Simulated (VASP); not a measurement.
# H (P6_3/mmc) in VASP: further runs

The runs below take H through single point, with PBE.

Program: VASP 6.6.1. These are calculated values, not measurements. Logs are shortened: lines on timing, memory, paths and dates and some standing lists are left out, and cuts for length are marked.

## Step 1: The cell of the first run

The structure is hexagonal, space group P6_3/mmc (No. 194). Conventional cell: a = 5.300 Å, b = 5.300 Å, c = 4.067 Å, α = 90.00°, β = 90.00°, γ = 120.00°. Within 4.8 Å of H (site symmetry -6m2) lie 8 H at 3.67 to 4.07 Å.

## Step 2: Single point, PBE, collinear spin

Input file INCAR:

```
ALGO = Normal
EDIFF = 1E-7
ENCUT = 520
GGA = PE
ISIF = 2
ISMEAR = 0
ISPIN = 2
LASPH = T
LCHARG = T
LELF = T
LORBIT = 11
LREAL = F
LVHAR = T
LWAVE = F
MAGMOM = 1.05 1.05
NBANDS = 12
NELM = 150
PREC = Accurate
SIGMA = 0.05
```

Input file KPOINTS:

```
k-points
0
Gamma
  6 6 6
```

Input file POSCAR:

```
H
1.0
    5.2996000000      0.0000000000      0.0000000000
   -2.6498000000      4.5895882299      0.0000000000
    0.0000000000      0.0000000000      4.0666000000
H
2
Direct
    0.3333333333      0.6666666667      0.2500000000
    0.6666666667      0.3333333333      0.7500000000
```

Potentials or basis: VASP PAW PBE potentials, release 64 (H).

Started as:

```console
> cat potpaw_PBE.64/H/POTCAR > POTCAR
> mpirun -np 1 vasp_std > vasp.out
```

OUTCAR:

```text
EDIFF = 1E-7
   ENCUT = 520
   GGA = PE
   ISIF = 2
   ISMEAR = 0
   ISPIN = 2
   LASPH = T
   LORBIT = 11
   LREAL = F
   NELM = 150
   PREC = Accurate

 ion  position               nearest neighbor table
   1  0.333  0.667  0.250-
   2  0.667  0.333  0.750-

  LATTYP: Found a hexagonal cell.
 ALAT       =     5.2996000000
 C/A-ratio  =     0.7673409314

  Lattice vectors:

 A1 = (   5.2996000000,   0.0000000000,   0.0000000000)
 A2 = (  -2.6498000000,   4.5895882299,   0.0000000000)
 A3 = (   0.0000000000,   0.0000000000,   4.0666000000)

Analysis of symmetry for initial positions (statically):
=====================================================================
 Subroutine PRICEL returns:
 Original cell was already a primitive cell.

 Routine SETGRP: Setting up the symmetry group for a
 hexagonal supercell.

 Subroutine GETGRP returns: Found 24 space group operations
 (whereof 12 operations were pure point group operations)
 out of a pool of 24 trial point group operations.

The static configuration has the point symmetry D_3d.
 The point group associated with its full space group is D_6h.

Analysis of symmetry for dynamics (positions and initial velocities):
=====================================================================
 Subroutine PRICEL returns:
 Original cell was already a primitive cell.

 Routine SETGRP: Setting up the symmetry group for a
 hexagonal supercell.

 Subroutine GETGRP returns: Found 24 space group operations
 (whereof 12 operations were pure point group operations)
 out of a pool of 24 trial point group operations.

The dynamic configuration has the point symmetry D_3d.
 The point group associated with its full space group is D_6h.

Analysis of structural, dynamic, and magnetic symmetry:
=====================================================================
 Subroutine PRICEL returns:
 Original cell was already a primitive cell.

 Routine SETGRP: Setting up the symmetry group for a
 hexagonal supercell.

 Subroutine GETGRP returns: Found 24 space group operations
 (whereof 12 operations were pure point group operations)
 out of a pool of 24 trial point group operations.

The overall configuration has the point symmetry D_3d.
 The point group associated with its full space group is D_6h.

 Subroutine INISYM returns: Found 24 space group operations
 (whereof 12 operations are pure point group operations),
 and found     1 'primitive' translations

----------------------------------------------------------------------------------------

                                     Primitive cell

  volume of cell :      98.9118

  direct lattice vectors                    reciprocal lattice vectors
     5.299600000  0.000000000  0.000000000     0.188693486  0.108942235  0.000000000
    -2.649800000  4.589588230  0.000000000     0.000000000  0.217884470  0.000000000
     0.000000000  0.000000000  4.066600000     0.000000000  0.000000000  0.245905671

  length of vectors
     5.299600000  5.299600000  4.066600000     0.217884470  0.217884470  0.245905671

  position of ions in fractional coordinates (direct lattice)
     0.333333333  0.666666667  0.250000000
     0.666666667  0.333333333  0.750000000

  ion indices of the primitive-cell ions
   primitive index   ion index
                 1           1
                 2           2

----------------------------------------------------------------------------------------

 KPOINTS: k-points

Automatic generation of k-mesh.
 Grid dimensions read from file:
 generate k-points for:    6    6    6

 Generating k-lattice:

  Cartesian coordinates                     Fractional coordinates (reciprocal lattice)
     0.031448914  0.018157039  0.000000000     0.166666667 -0.000000000  0.000000000
     0.000000000  0.036314078  0.000000000     0.000000000  0.166666667  0.000000000
     0.000000000  0.000000000  0.040984278     0.000000000  0.000000000  0.166666667

[... 39 lines left out ...]
   number of dos      NEDOS =    301   number of ions     NIONS =      2
   total plane-waves  NPLWV =  48000
   dimension x,y,z NGX =    40 NGY =   40 NGZ =   30
   dimension x,y,z NGXF=    80 NGYF=   80 NGZF=   60
   ions per type =               2
   NGX,Y,Z   is equivalent  to a cutoff of  12.55, 12.55, 12.26 a.u.
   NGXF,Y,Z  is equivalent  to a cutoff of  25.10, 25.10, 24.53 a.u.
 SYSTEM =  unknown system
   PREC   = accura    normal or accurate (medium, high low for compatibility)
   ISTART =      0    job   : 0-new  1-cont  2-samecut
   ICHARG =      2    charge: 1-file 2-atom 10-const
   ISPIN  =      2    spin polarized calculation?
   LNONCOLLINEAR =      F non collinear calculations
   LSORBIT =      F    spin-orbit coupling
   LASPH  =      T    aspherical Exc in radial PAW
   ENCUT  =  520.0 eV  38.22 Ry    6.18 a.u.   9.85  9.85  7.56*2*pi/ulx,y,z
   NELM   =    150;   NELMIN=  2; NELMDL= -5     # of ELM steps
   EDIFF  = 0.1E-06   stopping-criterion for ELM
   LREAL  =      F    real-space projection
   EDIFFG = 0.1E-05   stopping-criterion for IOM
   NSW    =      0    number of steps for IOM
   IBRION =     -1    ionic relax: 0-MD 1-quasi-New 2-CG
   NFREE  =      0    steps in history (QN), initial steepest desc. (CG)
   ISIF   =      2    stress and relaxation
   ISYM   =      2    0-nonsym 1-usesym 2-fastsym
   POTIM  = 0.5000    time-step for ionic-motion
   TEBEG  =    0.0;   TEEND  =   0.0 temperature during run
   PSTRESS=    0.0 pullay stress
   NELECT =       2.0000    total number of electrons
   NUPDOWN=      -1.0000    fix difference up-down
   EMIN   =  10.00;   EMAX   =-10.00  energy-range for DOS
   EFERMI =   0.00;   METHOD = LEGACY
   ISMEAR =     0;   SIGMA  =   0.05  broadening in eV -4-tet -1-fermi 0-gaus
   EFERMI_NEDOS =   21; number of points for ismear=-14 and -15
   IALGO  =     38    algorithm
   IMIX   =      4    mixing-type and parameters
     AMIX     =   0.40;   BMIX     =  1.00
     AMIX_MAG =   1.60;   BMIX_MAG =  1.00
  volume/ion in A,a.u.               =      49.46       333.75
  Fermi-wavevector in a.u.,A,eV,Ry     =   0.446001  0.842819  2.706423  0.198917
  Thomas-Fermi vector in A             =   1.424038
   LORBIT       =     11    0 simple, 1 ext, 2 COOP (PROOUT), +10 PAW based schemes
   GGA     = PE    functional components
   LHFCALC =     F    Hartree Fock is set to
   AEXX    =    0.0000 exact exchange contribution
   IVDW    =     0    specifies the selected vdW correction
   LEPSILON=     F    determine dielectric tensor
   LRPA    =     F    only Hartree local field effects (RPA)
 spin polarized calculation
 Gauss-broadening in eV      SIGMA  =   0.05
  energy-cutoff  :      520.00
  volume of cell :       98.91
 maximum number of plane-waves:      2688
 NGX is ok and might be reduce to    40
   NGX = 19   NGY = 19   NGZ = 15

 number of electron       1.9999999 magnetization       1.9999999

 Free energy of the ion-electron system (eV)
  ---------------------------------------------------
  ext. energy  EPLUGINS =         0.00000000
  ---------------------------------------------------
  free energy    TOTEN  =        -2.23330871 eV

  energy without entropy =       -2.23330871  energy(sigma->0) =       -2.23330871

 E-fermi :  -6.3366     XC(G=0):   0.6771

 val. band max:       -6.5877410019   @ k =   0.0000   0.0000   0.0000
 cond. band min:       0.1109267740   @ k =   0.3333   0.3333   0.0000
 fundamental gap:      6.6986677759
 Fermi energy:        -6.3366300448

 spin component 1

 k-point     1 :       0.0000    0.0000    0.0000
  band No.  band energies     occupation
      1      -7.7894      1.00000
      2      -6.5877      1.00000
      3       1.4133      0.00000
      4       3.3800      0.00000
      5       3.3800      0.00000
      6       4.4207      0.00000
      7       4.4207      0.00000
      8       5.2353      0.00000
      9       6.2321      0.00000
     10       7.4671      0.00000
     11       9.9464      0.00000
     12      11.8834      0.00000
[... 333 lines left out ...]
      1      -6.9713      1.00000
      2      -6.9713      1.00000
      3       1.2434      0.00000
      4       1.2434      0.00000
      5       3.9471      0.00000
      6       3.9471      0.00000
      7       4.4708      0.00000
      8       4.4708      0.00000
      9       7.3496      0.00000
     10       7.3496      0.00000
     11       9.5618      0.00000
     12       9.5618      0.00000

 [... further k-points ...]

 spin component 2

 k-point     1 :       0.0000    0.0000    0.0000
  band No.  band energies     occupation
      1       3.3092      0.00000
      2       9.4629      0.00000
      3       9.4631      0.00000
      4      11.0050      0.00000
      5      11.8091      0.00000
      6      11.8564      0.00000
      7      11.8565      0.00000
      8      12.3402      0.00000
      9      14.6527      0.00000
     10      18.6445      0.00000
     11      18.6717      0.00000
     12      19.6748      0.00000
[... 333 lines left out ...]
      1       6.0639      0.00000
      2       6.0639      0.00000
      3       9.2334      0.00000
      4       9.2334      0.00000
      5      11.0165      0.00000
      6      11.0165      0.00000
      7      13.0480      0.00000
      8      13.0480      0.00000
      9      16.3892      0.00000
     10      16.3892      0.00000
     11      16.7450      0.00000
     12      16.7450      0.00000

 [... further k-points ...]

------------------------ aborting loop because EDIFF is reached ----------------------------------------

  FORCE on cell =-STRESS in cart. coord.  units (eV):
  Direction    XX          YY          ZZ          XY          YZ          ZX
  --------------------------------------------------------------------------------------
  -------------------------------------------------------------------------------------
  Total        0.0296731      0.0296731      0.0424851     -0.0000000      0.0000000     -0.0000000
  in kB        0.4806463      0.4806463      0.6881751     -0.0000000      0.0000000     -0.0000000
  external PRESSURE =       0.5498226 kB  Pullay stress =       0.0000000 kB

 VOLUME and BASIS-vectors are now :
 -----------------------------------------------------------------------------
  energy-cutoff  :      520.00
  volume of cell :       98.91
      direct lattice vectors                 reciprocal lattice vectors
     5.299600000  0.000000000  0.000000000     0.188693486  0.108942235  0.000000000
    -2.649800000  4.589588230  0.000000000     0.000000000  0.217884470  0.000000000
     0.000000000  0.000000000  4.066600000     0.000000000  0.000000000  0.245905671

 POSITION                                       TOTAL-FORCE (eV/Angst)
 -----------------------------------------------------------------------------------
     -0.00000      3.05973      1.01665        -0.000000      0.000000      0.000000
      2.64980      1.52986      3.04995         0.000000      0.000000      0.000000
 -----------------------------------------------------------------------------------
    total drift:                               -0.000000      0.000000     -0.000000

  FREE ENERGIE OF THE ION-ELECTRON SYSTEM (eV)
  ---------------------------------------------------
  free  energy   TOTEN  =        -2.2333087129 eV

  energy  without entropy=       -2.2333087129  energy(sigma->0) =       -2.23330871

 total charge

# of ion       s       p       d       tot
------------------------------------------
    1        0.381   0.000   0.000   0.381
    2        0.381   0.000   0.000   0.381
--------------------------------------------------
tot          0.762   0.000   0.000   0.762

 magnetization (x)

# of ion       s       p       d       tot
------------------------------------------
    1        0.381   0.000   0.000   0.381
    2        0.381   0.000   0.000   0.381
--------------------------------------------------
tot          0.762   0.000   0.000   0.762
```

It took 45 s on 1 thread of Intel Xeon 6975P-C (Granite Rapids), shared host; peak memory 0.24 GiB.

What came out:

```
Free energy                                           : -2.2333 eV
Pressure                                              : 0.1 GPa
Band gap on the k mesh                                : 6.70 eV (least direct gap 7.27 eV)
Net moment                                            : 2.00 μB per cell
Site moments                                          : H +0.38 μB
Valence electrons inside the program's atomic spheres : H 0.38
```

Levels at points of the mesh, in eV from the valence-band top:
Spin up:
```tsv
k point	band 1	band 2	band 3	band 4	band 5	band 6
(0.00, 0.00, 0.00)	-1.20	0.00	8.00	9.97	9.97	11.01
(0.50, 0.00, 0.00)	-0.78	-0.40	6.93	8.69	9.44	11.92
(0.00, 0.00, 0.50)	-0.43	-0.43	8.09	8.09	11.92	11.92
(0.50, 0.00, 0.50)	-0.37	-0.37	7.76	7.76	10.18	10.18
```
Spin down:
| k point | band 1 | band 2 | band 3 | band 4 |
| --- | --- | --- | --- | --- |
| (0.00, 0.00, 0.00) | 9.90 | 16.05 | 16.05 | 17.59 |
| (0.50, 0.00, 0.00) | 10.65 | 13.09 | 15.19 | 16.87 |
| (0.00, 0.00, 0.50) | 12.14 | 12.14 | 18.29 | 18.29 |
| (0.50, 0.00, 0.50) | 12.92 | 12.92 | 15.23 | 15.23 |

Caveat: the nearest neighbours stand farther apart than a usual bond. A k mesh can miss the band edges.

## Step 3: Single point, PBE, collinear spin

This run uses another cell than the first one, of 50.32 Å³/atom.

Input file INCAR:

```
ALGO     = Normal         # electronic algorithm
EDIFF    = 1E-6           # SCF threshold, eV
ENCUT    = 520            # plane-wave cutoff, eV
GGA      = PE             # functional
ISIF     = 2              # what is computed and relaxed
ISMEAR   = 0              # smearing method
ISPIN    = 2              # spin polarisation
LASPH    = True           # aspherical terms in the spheres
LCHARG   = False          # write CHGCAR
LORBIT   = 11             # projections on sites
LREAL    = False          # projectors in reciprocal space
LWAVE    = False          # write WAVECAR
MAGMOM   = 1.05 1.05      # initial moments
NBANDS   = 12             # bands
NELM     = 150            # most SCF steps
PREC     = Accurate       # precision mode
SIGMA    = 0.05           # smearing width, eV
```

KPOINTS is that of step 2.

Edit POSCAR of step 2 so:

```diff
@@ -4,3 +4,3 @@
    -2.6498000000      4.5895882299      0.0000000000
-    0.0000000000      0.0000000000      4.0666000000
+    0.0000000000      0.0000000000      4.1379000000
 H
```

Potentials or basis: VASP PAW PBE potentials, release 64 (H).

Started as:

```console
> cat potpaw_PBE.64/H/POTCAR > POTCAR
> mpirun -np 1 vasp_std > vasp.out
```

Run time: 35 s. Hardware: 1 thread of Intel Xeon 6975P-C (Granite Rapids), shared host; peak memory 0.25 GiB.

It converged, with:

```yaml
Free_energy: -2.2343 eV
Pressure: 0.0 GPa
Band_gap_on_the_k_mesh: 6.72 eV (least direct gap 7.27 eV)
Net_moment: 2.00 μB per cell
Site_moments: H +0.38 μB
Valence_electrons_inside_the_program's_atomic_spheres: H 0.38
```

Levels at points of the mesh, in eV from the valence-band top:
Spin up:
| k point | band 1 | band 2 | band 3 | band 4 | band 5 | band 6 |
| --- | --- | --- | --- | --- | --- | --- |
| (0.00, 0.00, 0.00) | -1.17 | 0.00 | 7.97 | 10.00 | 10.00 | 11.03 |
| (0.50, 0.00, 0.00) | -0.76 | -0.39 | 6.94 | 8.72 | 9.38 | 11.84 |
| (0.00, 0.00, 0.50) | -0.44 | -0.44 | 8.06 | 8.06 | 11.87 | 11.87 |
| (0.50, 0.00, 0.50) | -0.37 | -0.37 | 7.73 | 7.73 | 10.13 | 10.13 |
Spin down:
```
           k point  band 1  band 2  band 3  band 4  band 5
(0.00, 0.00, 0.00)    9.86   16.03   16.03   17.47   18.07
(0.50, 0.00, 0.00)   10.64   13.00   15.15   16.72   19.38
(0.00, 0.00, 0.50)   12.03   12.03   18.19   18.19   18.19
(0.50, 0.00, 0.50)   12.82   12.82   15.06   15.06   17.33
```

Caveat: the nearest neighbours stand farther apart than a usual bond. A k mesh can miss the band edges.

## Step 4: Single point, PBE, collinear spin

This run uses another cell than the first one, of 51.19 Å³/atom.

Input file INCAR:

```
SYSTEM = H
ALGO = Normal ; EDIFF = 1E-6
ENCUT = 520 ; GGA = PE
ISIF = 2 ; ISMEAR = 0
ISPIN = 2 ; LASPH = .True.
LCHARG = .False. ; LORBIT = 11
LREAL = .False. ; LWAVE = .False.
MAGMOM = 1.05 1.05 ; NBANDS = 12
NELM = 150 ; PREC = Accurate
SIGMA = 0.05
```

Input file KPOINTS:

```
k-points
0
Gamma
  6 6 6
  0 0 0
```

Edit POSCAR of step 3 so:

```diff
@@ -4,3 +4,3 @@
    -2.6498000000      4.5895882299      0.0000000000
-    0.0000000000      0.0000000000      4.1379000000
+    0.0000000000      0.0000000000      4.2092000000
 H
```

Started as:

```console
> cat potpaw_PBE.64/H/POTCAR > POTCAR
> mpirun -np 1 vasp_std > vasp.out
```

It took 33 s on 1 thread of Intel Xeon 6975P-C (Granite Rapids), shared host; peak memory 0.26 GiB.

It converged, with:

* Free energy: -2.2353 eV
* Pressure: 0.0 GPa
* Band gap on the k mesh: 6.74 eV (least direct gap 7.27 eV)
* Net moment: 2.00 μB per cell
* Site moments: H +0.38 μB
* Valence electrons inside the program's atomic spheres: H 0.38

Levels at points of the mesh, in eV from the valence-band top:
Spin up:
| k point | band 1 | band 2 | band 3 | band 4 | band 5 | band 6 | band 7 |
| --- | --- | --- | --- | --- | --- | --- | --- |
| (0.00, 0.00, 0.00) | -1.14 | 0.00 | 7.94 | 10.03 | 10.03 | 11.05 | 11.05 |
| (0.50, 0.00, 0.00) | -0.74 | -0.37 | 6.95 | 8.75 | 9.32 | 11.76 | 12.58 |
| (0.00, 0.00, 0.50) | -0.44 | -0.44 | 8.02 | 8.02 | 11.83 | 11.83 | 11.83 |
| (0.50, 0.00, 0.50) | -0.37 | -0.37 | 7.70 | 7.70 | 10.09 | 10.09 | 10.80 |
Spin down:
```csv
k point,band 1,band 2,band 3,band 4,band 5
"(0.00, 0.00, 0.00)",9.81,16.00,16.00,17.35,17.74
"(0.50, 0.00, 0.00)",10.62,12.90,15.10,16.56,19.06
"(0.00, 0.00, 0.50)",11.91,11.91,18.08,18.08,18.08
"(0.50, 0.00, 0.50)",12.73,12.73,14.89,14.89,17.20
```

Caveat: the nearest neighbours stand farther apart than a usual bond. A k mesh can miss the band edges.

(Part 1 of 2 ends here.)
